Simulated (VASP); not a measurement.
# Li2O (I4/mmm) in VASP: a series of runs

Li2O is run at these levels: PBEsol; tasks: electric field gradients.

All numbers are computed with VASP 6.6.1; they aren't measurements. Logs are shortened: lines on timing, memory, paths and dates and some standing lists are left out, and cuts for length are marked.

### Step 1. The cell of the first run

Symmetry: I4/mmm, No. 139, tetragonal system. Conventional cell: a = 3.201 Å, b = 3.201 Å, c = 4.619 Å, α = 90.00°, β = 90.00°, γ = 90.00°. Li (site symmetry -4m2) has 4 O at 1.97 Å and 6 Li at 2.26 to 2.31 Å within 2.6 Å. Within 2.6 Å of O (site symmetry 4/mmm) lie 8 Li at 1.97 Å.

### Step 2. Electric field gradients, PBEsol (equal xx and yy strain of -2 %)

File INCAR:

```
SYSTEM = Li2O
ALGO = Normal
EDIFF = 1E-8
ENCUT = 650
GGA = PS
GGA_COMPAT = .False.
ISIF = 2
ISMEAR = -1
LASPH = .True.
LCHARG = .False.
LEFG = .True.
LREAL = .False.
LWAVE = .False.
NBANDS = 13
NELM = 120
PREC = Accurate
SIGMA = 0.03
```

File KPOINTS:

```
k-points
0
Gamma
  9 9 9
  0 0 0
```

File POSCAR:

```
Li2O
1.0
    0.0000000000      2.2633100000      2.3095000000
    2.2633100000      0.0000000000      2.3095000000
    2.2633100000      2.2633100000      0.0000000000
Li O
2 1
Direct
    0.2500000000      0.2500000000      0.2500000000
    0.7500000000      0.7500000000      0.7500000000
    0.0000000000      0.0000000000      0.0000000000
```

Potentials or basis: VASP PAW PBE potentials, release 64 (Li_sv, O).

Run with:

```sh
$ cat potpaw_PBE.64/Li_sv/POTCAR potpaw_PBE.64/O/POTCAR > POTCAR
$ mpirun -np 1 vasp_std > vasp.out
```

OUTCAR:

```text
SYSTEM = Li2O
   EDIFF = 1E-8
   ENCUT = 650
   GGA = PS
   ISIF = 2
   ISMEAR = -1
   LASPH = .True.
   LREAL = .False.
   NELM = 120
   PREC = Accurate

 ion  position               nearest neighbor table
   1  0.250  0.250  0.250-   3 1.97   3 1.97   3 1.97   3 1.97   2 2.26   2 2.26   2 2.26   2 2.26
                             2 2.31   2 2.31
   2  0.750  0.750  0.750-   3 1.97   3 1.97   3 1.97   3 1.97   1 2.26   1 2.26   1 2.26   1 2.26
                             1 2.31   1 2.31
   3  0.000  0.000  0.000-   2 1.97   2 1.97   2 1.97   1 1.97   1 1.97   1 1.97   2 1.97   1 1.97

  LATTYP: Found a body centered tetragonal cell.
 ALAT       =     3.2008036979
 C/A-ratio  =     1.4430750636

  Lattice vectors:

 A1 = (  -2.2633100000,   0.0000000000,   2.3095000000)
 A2 = (   2.2633100000,   0.0000000000,   2.3095000000)
 A3 = (   0.0000000000,   2.2633100000,  -2.3095000000)

Analysis of symmetry for initial positions (statically):
=====================================================================
 Subroutine PRICEL returns:
 Original cell was already a primitive cell.

 Routine SETGRP: Setting up the symmetry group for a
 body centered tetragonal supercell.

 Subroutine GETGRP returns: Found 16 space group operations
 (whereof 16 operations were pure point group operations)
 out of a pool of 16 trial point group operations.

The static configuration has the point symmetry D_4h.

Analysis of symmetry for dynamics (positions and initial velocities):
=====================================================================
 Subroutine PRICEL returns:
 Original cell was already a primitive cell.

 Routine SETGRP: Setting up the symmetry group for a
 body centered tetragonal supercell.

 Subroutine GETGRP returns: Found 16 space group operations
 (whereof 16 operations were pure point group operations)
 out of a pool of 16 trial point group operations.

The dynamic configuration has the point symmetry D_4h.

 Subroutine INISYM returns: Found 16 space group operations
 (whereof 16 operations are pure point group operations),
 and found     1 'primitive' translations

----------------------------------------------------------------------------------------

                                     Primitive cell

  volume of cell :      23.6612

  direct lattice vectors                    reciprocal lattice vectors
     0.000000000  2.263310000  2.309500000    -0.220915385  0.220915385  0.216497077
     2.263310000  0.000000000  2.309500000     0.220915385 -0.220915385  0.216497077
     2.263310000  2.263310000  0.000000000     0.220915385  0.220915385 -0.216497077

  length of vectors
     3.233629912  3.233629912  3.200803698     0.380102880  0.380102880  0.380102880

  position of ions in fractional coordinates (direct lattice)
     0.250000000  0.250000000  0.250000000
     0.750000000  0.750000000  0.750000000
     0.000000000  0.000000000  0.000000000

  ion indices of the primitive-cell ions
   primitive index   ion index
                 1           1
                 2           2
                 3           3

----------------------------------------------------------------------------------------

 KPOINTS: k-points

Automatic generation of k-mesh.
 Grid dimensions read from file:
 generate k-points for:    9    9    9

 Generating k-lattice:

  Cartesian coordinates                     Fractional coordinates (reciprocal lattice)
    -0.024546154  0.024546154  0.024055231     0.111111111  0.000000000  0.000000000
     0.024546154 -0.024546154  0.024055231     0.000000000  0.111111111  0.000000000
     0.024546154  0.024546154 -0.024055231    -0.000000000 -0.000000000  0.111111111

  Length of vectors
[... 47 lines left out ...]
   ISTART =      0    job   : 0-new  1-cont  2-samecut
   ICHARG =      2    charge: 1-file 2-atom 10-const
   ISPIN  =      1    spin polarized calculation?
   LNONCOLLINEAR =      F non collinear calculations
   LSORBIT =      F    spin-orbit coupling
   LASPH  =      T    aspherical Exc in radial PAW
   ENCUT  =  650.0 eV  47.77 Ry    6.91 a.u.   6.72  6.72  6.65*2*pi/ulx,y,z
   NELM   =    120;   NELMIN=  2; NELMDL= -5     # of ELM steps
   EDIFF  = 0.1E-07   stopping-criterion for ELM
   LREAL  =      F    real-space projection
   EDIFFG = 0.1E-06   stopping-criterion for IOM
   NSW    =      0    number of steps for IOM
   IBRION =     -1    ionic relax: 0-MD 1-quasi-New 2-CG
   NFREE  =      0    steps in history (QN), initial steepest desc. (CG)
   ISIF   =      2    stress and relaxation
   ISYM   =      2    0-nonsym 1-usesym 2-fastsym
   POTIM  = 0.5000    time-step for ionic-motion
   TEBEG  =    0.0;   TEEND  =   0.0 temperature during run
   PSTRESS=    0.0 pullay stress
   NELECT =      12.0000    total number of electrons
   NUPDOWN=      -1.0000    fix difference up-down
   EMIN   =  10.00;   EMAX   =-10.00  energy-range for DOS
   EFERMI =   0.00;   METHOD = LEGACY
   ISMEAR =    -1;   SIGMA  =   0.03  broadening in eV -4-tet -1-fermi 0-gaus
   EFERMI_NEDOS =   21; number of points for ismear=-14 and -15
   IALGO  =     38    algorithm
   IMIX   =      4    mixing-type and parameters
     AMIX     =   0.40;   BMIX     =  1.00
     AMIX_MAG =   1.60;   BMIX_MAG =  1.00
  volume/ion in A,a.u.               =       7.89        53.22
  Fermi-wavevector in a.u.,A,eV,Ry     =   1.305539  2.467111 23.190211  1.704432
  Thomas-Fermi vector in A             =   2.436401
   LORBIT       =      0    0 simple, 1 ext, 2 COOP (PROOUT), +10 PAW based schemes
   GGA     = PS    functional components
   LHFCALC =     F    Hartree Fock is set to
   AEXX    =    0.0000 exact exchange contribution
   IVDW    =     0    specifies the selected vdW correction
   LEPSILON=     F    determine dielectric tensor
   LRPA    =     F    only Hartree local field effects (RPA)
 non-spin polarized calculation
  energy-cutoff  :      650.00
  volume of cell :       23.66
 maximum number of plane-waves:       909
   NGX = 13   NGY = 13   NGZ = 13

 number of electron      12.0000005 magnetization

 Free energy of the ion-electron system (eV)
  ---------------------------------------------------
  ext. energy  EPLUGINS =         0.00000000
  ---------------------------------------------------
  free energy    TOTEN  =       -14.74678050 eV

  energy without entropy =      -14.74678050  energy(sigma->0) =      -14.74678050

 E-fermi :   2.1610     XC(G=0): -10.0978

 val. band max:        1.4662719997   @ k =   0.0000   0.0000   0.0000
 cond. band min:       6.4286685066   @ k =   0.4444   0.0000   0.4444
 fundamental gap:      4.9623965068
 Fermi energy:         2.1610450110

 k-point     1 :       0.0000    0.0000    0.0000
  band No.  band energies     occupation
      1     -40.7602      2.00000
      2     -40.3604      2.00000
      3     -13.9761      2.00000
      4       1.4002      2.00000
      5       1.4663      2.00000
      6       1.4663      2.00000
      7       6.9085      0.00000
      8      13.4100      0.00000
      9      13.4100      0.00000
     10      13.5981      0.00000
     11      20.2330      0.00000
     12      20.9337      0.00000
     13      20.9337      0.00000
[... 354 lines left out ...]
  band No.  band energies     occupation
      1     -40.6202      2.00000
      2     -40.4555      2.00000
      3     -13.7364      2.00000
      4      -0.2108      2.00000
      5       0.0847      2.00000
      6       0.0847      2.00000
      7       6.4859      0.00000
      8      15.2131      0.00000
      9      15.2131      0.00000
     10      16.2364      0.00000
     11      17.4911      0.00000
     12      22.1073      0.00000
     13      25.4807      0.00000

 [... further k-points ...]

------------------------ aborting loop because EDIFF is reached ----------------------------------------

  FORCE on cell =-STRESS in cart. coord.  units (eV):
  Direction    XX          YY          ZZ          XY          YZ          ZX
  --------------------------------------------------------------------------------------
  -------------------------------------------------------------------------------------
  Total        0.3622700      0.3622700     -0.2154234      0.0000000      0.0000000      0.0000000
  in kB       24.5305259     24.5305259    -14.5870512      0.0000000      0.0000000      0.0000000
  external PRESSURE =      11.4913335 kB  Pullay stress =       0.0000000 kB

 VOLUME and BASIS-vectors are now :
 -----------------------------------------------------------------------------
  energy-cutoff  :      650.00
  volume of cell :       23.66
      direct lattice vectors                 reciprocal lattice vectors
     0.000000000  2.263310000  2.309500000    -0.220915385  0.220915385  0.216497077
     2.263310000  0.000000000  2.309500000     0.220915385 -0.220915385  0.216497077
     2.263310000  2.263310000  0.000000000     0.220915385  0.220915385 -0.216497077

 POSITION                                       TOTAL-FORCE (eV/Angst)
 -----------------------------------------------------------------------------------
      1.13166      1.13166      1.15475        -0.000000     -0.000000     -0.000000
      3.39497      3.39497      3.46425         0.000000      0.000000      0.000000
      0.00000      0.00000      0.00000        -0.000000      0.000000     -0.000000
 -----------------------------------------------------------------------------------
    total drift:                                0.000000      0.000000      0.000000

  FREE ENERGIE OF THE ION-ELECTRON SYSTEM (eV)
  ---------------------------------------------------
  free  energy   TOTEN  =       -14.7467805033 eV

  energy  without entropy=      -14.7467805033  energy(sigma->0) =      -14.74678050

 Electric field gradients (V/A^2)
---------------------------------------------------------------------
 ion       V_xx      V_yy      V_zz      V_xy      V_xz      V_yz
---------------------------------------------------------------------
   1       0.156     0.156    -0.313     0.002     0.001     0.001
   2       0.156     0.156    -0.313     0.002     0.001     0.001
   3      -0.698    -0.698     1.395     0.002     0.001     0.001
---------------------------------------------------------------------

 Electric field gradients after diagonalization (V/A^2)
 (convention: |V_zz| > |V_xx| > |V_yy|)
----------------------------------------------------------------------
 ion       V_xx      V_yy      V_zz     asymmetry (V_yy - V_xx)/ V_zz
----------------------------------------------------------------------
   1       0.159     0.154    -0.313       0.015
   2       0.159     0.154    -0.313       0.015
   3      -0.700    -0.696     1.395       0.003
----------------------------------------------------------------------

           NMR quadrupolar parameters

 Cq : quadrupolar parameter    Cq=e*Q*V_zz/h
 eta: asymmetry parameters     (V_yy - V_xx)/ V_zz
 Q  : nuclear electric quadrupole moment in mb (millibarn)
----------------------------------------------------------------------
 ion       Cq(MHz)       eta       Q (mb)
----------------------------------------------------------------------
   1      -0.001       0.015       1.000
   2      -0.001       0.015       1.000
   3       0.003       0.003       1.000
----------------------------------------------------------------------
```

Wall time 20 s (1 thread of Intel Xeon 6975P-C (Granite Rapids), shared host); peak memory 0.16 GiB.

Results:

```
Free energy            : -14.7468 eV
Pressure               : 1.1 GPa
Band gap on the k mesh : 4.96 eV, indirect (least direct gap 5.44 eV)
```

Stress tensor (GPa, compression positive):
```
 2.45  0.00  0.00
 0.00  2.45  0.00
 0.00  0.00 -1.46
```

Levels at points of the mesh, in eV from the valence-band top:
```csv
k point,band 4,band 5,band 6,band 7,band 8,band 9
"(0.00, 0.00, 0.00)",-0.07,0.00,0.00,5.44,11.94,11.94
```

Electric field gradients, principal values (V/Å²):
| atom | least | middle | greatest (by size) |
| --- | --- | --- | --- |
| 1 Li | 0.154 | 0.159 | -0.313 |
| 2 Li | 0.154 | 0.159 | -0.313 |
| 3 O | -0.696 | -0.700 | 1.395 |

Caveat: the cell differs from its parent crystal (equal xx and yy strain of -2 %); without QUAD_EFG the Cq values of the log hold for a quadrupole moment of 1 mb, not for the nuclei; the PAW data sets were made with another functional, which shifts forces and pressure a little.

(Part 1 of 3 ends here.)
